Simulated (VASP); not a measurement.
A run of VASP 6.6.1 is set up as follows.

The input INCAR:

```
SYSTEM = AgCl
PREC     = Accurate       ! precision mode
ENCUT    = 600            ! plane-wave cutoff, eV
EDIFF    = 1E-7           ! SCF threshold, eV
ISMEAR   = 0              ! smearing method
SIGMA    = 0.02           ! smearing width, eV
LREAL    = .False.        ! projectors in reciprocal space
LASPH    = .True.         ! aspherical terms in the spheres
NELM     = 100            ! most SCF steps
ALGO     = Normal         ! electronic algorithm
ISIF     = 3              ! what is computed and relaxed
LWAVE    = .False.        ! write WAVECAR
LCHARG   = .False.        ! write CHGCAR
GGA      = PE             ! functional
IBRION   = 2              ! ionic algorithm
NSW      = 100            ! ionic steps
EDIFFG   = -0.01          ! ionic threshold
```

The input KPOINTS:

```
Automatic mesh
0
Gamma
  8 8 6
  0 0 0
```

Contents of POSCAR:

```
AgCl
1.0
    3.9045027577     -2.2737654757      0.0000000000
    3.9045027577      2.2737654757      0.0000000000
   -0.0405867874      0.0000000000      5.9231917921
Ag Cl
2 2
Direct
    0.1667199472      0.1667199472      0.7494651114
    0.8332800528      0.8332800528      0.2505348886
    0.8315279205      0.8315279205      0.7484024045
    0.1684720795      0.1684720795      0.2515975955
```

Potentials or basis: VASP PAW PBE potentials, release 64 (Ag, Cl).

Command:

```bash
$ cat potpaw_PBE.64/Ag/POTCAR potpaw_PBE.64/Cl/POTCAR > POTCAR
$ mpirun -np 1 vasp_std > vasp.out
```

Predict the band gap on the k mesh.

1.33 eV.

What does it give for the relaxed volume?

26.29 Å³/atom.

Final structure:
```cif
data_structure
_symmetry_space_group_name_H-M 'P 1'
_symmetry_Int_Tables_number 1
_cell_length_a 4.5045
_cell_length_b 4.5045
_cell_length_c 5.9626
_cell_angle_alpha 90.181
_cell_angle_beta 90.181
_cell_angle_gamma 60.352
_cell_volume 105.14
loop_
_atom_site_label
_atom_site_type_symbol
_atom_site_fract_x
_atom_site_fract_y
_atom_site_fract_z
_atom_site_occupancy
Ag1 Ag 0.16658 0.16658 0.74992 1
Ag2 Ag 0.83342 0.83342 0.25008 1
Cl1 Cl 0.83182 0.83182 0.74985 1
Cl2 Cl 0.16818 0.16818 0.25015 1
```

A k mesh can miss the band edges.
